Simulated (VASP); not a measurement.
**Ge3N4: electric field gradients with r2SCAN**

Ge3N4:

```
Ge N
1.0
     8.05093    0.00000    0.00000
    -4.02547    6.97231    0.00000
     0.00000    0.00000    3.08352
Ge N
6 8
Cartesian
  5.7363 1.6587 2.3126
  1.4316 5.7971 0.7709
  0.2792 2.8339 0.7709
  3.7463 4.1384 2.3126
  2.5939 1.1752 2.3126
  -1.7108 5.3136 0.7709
  4.0255 2.3241 2.3126
  0.0000 4.6482 0.7709
  1.4705 6.7985 2.3126
  2.8985 4.6727 0.7709
  6.6229 2.1257 0.7709
  -2.5974 4.8466 2.3126
  2.5550 0.1739 0.7709
  1.1269 2.2996 2.3126
```

```json
{
 "Program": "VASP 6.6.1",
 "Task": "electric field gradients",
 "Functional": "r2SCAN",
 "Potentials or basis": "VASP PAW PBE potentials, release 64 (Ge_d, N)",
 "Cutoff": "580 eV",
 "k mesh": "4 × 4 × 9",
 "Occupations": "fermi-dirac, width 0.02 eV",
 "Spin": "no spin polarisation",
 "Dipole correction": "no",
 "Further INCAR settings": "ALGO = Normal; EDIFF = 1e-07; NBANDS = 75"
}
```

```
Pressure                                : -0.2 GPa
Largest force                           : 0.056 eV/Å
Band gap on the k mesh                  : 2.58 eV
Largest electric field gradient by atom : Ge +26.4; N -78.8, -79.2 (each value once) V/Å²
```

Forces on the atoms (eV/Å):
```
Ge  -0.046 -0.016  0.000
Ge  -0.009 -0.048  0.000
Ge  -0.037  0.032  0.000
Ge   0.037 -0.032  0.000
Ge   0.009  0.048  0.000
Ge   0.046  0.016  0.000
N    0.000  0.000  0.000
N    0.000  0.000  0.000
N    0.013 -0.055  0.000
N    0.054 -0.016  0.000
N   -0.041 -0.038  0.000
N    0.041  0.038  0.000
N   -0.013  0.055  0.000
N   -0.054  0.016  0.000
```

Levels at points of the mesh, in eV from the valence-band top:
```csv
k point,band 60,band 61,band 62,band 63,band 64,band 65
"(0.00, 0.00, 0.00)",-0.47,-0.24,0.00,2.58,3.98,3.98
"(0.50, 0.00, 0.00)",-0.52,-0.12,-0.05,3.72,3.95,4.39
```

Electric field gradients, principal values (V/Å²):
| atom | least | middle | greatest (by size) |
| --- | --- | --- | --- |
| 1 Ge | -9.576 | -16.801 | 26.377 |
| 2 Ge | -9.578 | -16.797 | 26.375 |
| 3 Ge | -9.578 | -16.799 | 26.377 |
| 4 Ge | -9.578 | -16.799 | 26.377 |
| 5 Ge | -9.578 | -16.797 | 26.375 |
| 6 Ge | -9.576 | -16.801 | 26.377 |
| 7 N | 39.394 | 39.396 | -78.789 |
| 8 N | 39.394 | 39.396 | -78.789 |
| 9 N | 36.132 | 43.063 | -79.194 |
| 10 N | 36.130 | 43.062 | -79.192 |
| 11 N | 36.131 | 43.063 | -79.194 |
| 12 N | 36.131 | 43.063 | -79.194 |
| 13 N | 36.132 | 43.063 | -79.194 |
| 14 N | 36.130 | 43.062 | -79.192 |

It took 9.9 min on 1 thread of Intel(R) Xeon(R) 6975P-C (Granite Rapids), with other jobs on the host, peak memory 0.47 GiB.

Caveat: without QUAD_EFG the Cq values of the log hold for a quadrupole moment of 1 mb, not for the nuclei; the PAW data sets were made with another functional, which shifts forces and pressure a little.
